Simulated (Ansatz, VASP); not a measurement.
## Na4Au: VASP beside Ansatz

```
Na Au
1.0
     3.41922   -3.56892    3.31692
     3.42152    3.57098   -3.32000
    -0.00158    6.93537    6.42603
Na Au
8 2
Direct
  0.35966 0.27083 0.21717
  0.85858 0.77042 0.71687
  0.90861 0.46602 0.04624
  0.40781 0.96640 0.54465
  0.46601 0.90861 0.95415
  0.96636 0.40787 0.45517
  0.77036 0.85844 0.28314
  0.26999 0.35920 0.78336
  0.99563 0.99508 0.99894
  0.49701 0.49712 0.50030
```

Change from the starting cell: cell x2, atoms moved at random (sigma 0.1 Å) and cell strained at random (1.5 %), then relaxed without symmetry.

Alike in both runs: functional PBE; k mesh 4 × 4 × 2; occupations gaussian, width 0.2 eV; no spin polarisation.

Ansatz relaxed the structure, and its values are those at the end. VASP's run is a single point on that final structure, the one shown.

```csv
,VASP,Ansatz
version,VASP 6.6.1,Ansatz 0.2.0
potentials or method,"VASP PAW PBE potentials, release 64 (Na_pv, Au), cutoff 520 eV","scalar-relativistic, plane waves, PAW"
valence electrons in the cell,78,110
```

|  | VASP | Ansatz | Ansatz less VASP |
| --- | --- | --- | --- |
| gap on the k mesh at the Fermi level (eV) | none | none | - |
| pressure (GPa) | 0.0 | 0.0 | 0.00 |
| rms of the force components (eV/Å) | 0.009 | 0.009 | +0.0001 |

A gap of «none» marks a metal or a gap that the smearing closes. With one functional, cell and mesh, what is left measures potentials, basis and numerics. VASP's potentials hold 78 valence electrons a cell and Ansatz's 110, so a difference there can come from the potentials and not from the codes.

Spin-orbit coupling is off throughout.
